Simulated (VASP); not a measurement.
Set up this calculation in VASP 6.6.1, as the native input.

```yaml
Task: single point
Functional: PBEsol
Potentials_or_basis: VASP PAW PBE potentials, release 64 (Hf_pv)
Cutoff: 500 eV
k_mesh: 12 × 12 × 7
Occupations: methfessel-paxton, width 0.15 eV
Spin: no spin polarisation
Dipole_correction: no
Further_INCAR_settings: ALGO = Normal; EDIFF = 1e-06; NBANDS = 17
```

The structure of Hf lies in POSCAR:

```
Hf
1.0
    3.2073203438      0.0000000000      0.0000000000
   -1.6036601719      2.7776204862      0.0000000000
    0.0000000000      0.0000000000      5.0746034457
Hf
2
Direct
    0.3333333333      0.6666666667      0.2500000000
    0.6666666667      0.3333333333      0.7500000000
```

These files were run (other wordings do the same):

INCAR

```
SYSTEM = Hf
PREC = Accurate ; ENCUT = 500
EDIFF = 1E-6 ; ISMEAR = 1
SIGMA = 0.15 ; LREAL = .FALSE.
LASPH = .TRUE. ; NELM = 120
ALGO = Normal ; ISIF = 2
LWAVE = .FALSE. ; LCHARG = .FALSE.
GGA = PS ; NBANDS = 17
GGA_COMPAT = .FALSE.
```

KPOINTS

```
Automatic mesh
0
G
  12 12 7
  0 0 0
```

Potentials or basis: VASP PAW PBE potentials, release 64 (Hf_pv).

Run with:

```console
$ cat potpaw_PBE.64/Hf_pv/POTCAR > POTCAR
$ mpirun -np 1 vasp_std > vasp.out
```

Results of the run:

The pressure is -5.1 GPa and the band gap on the k mesh is zero (band 10 reaches 5.85 eV, above the bottom of band 11 at 4.38 eV).

Caveat: the PAW data sets were made with another functional, which shifts forces and pressure a little; spin-orbit coupling is left out, which moves the levels of the heavy elements.

Wall time 24 s on 1 thread of Intel(R) Xeon(R) Platinum 8375C CPU @ 2.90GHz (Ice Lake), with other jobs on the host, peak memory 0.18 GiB.
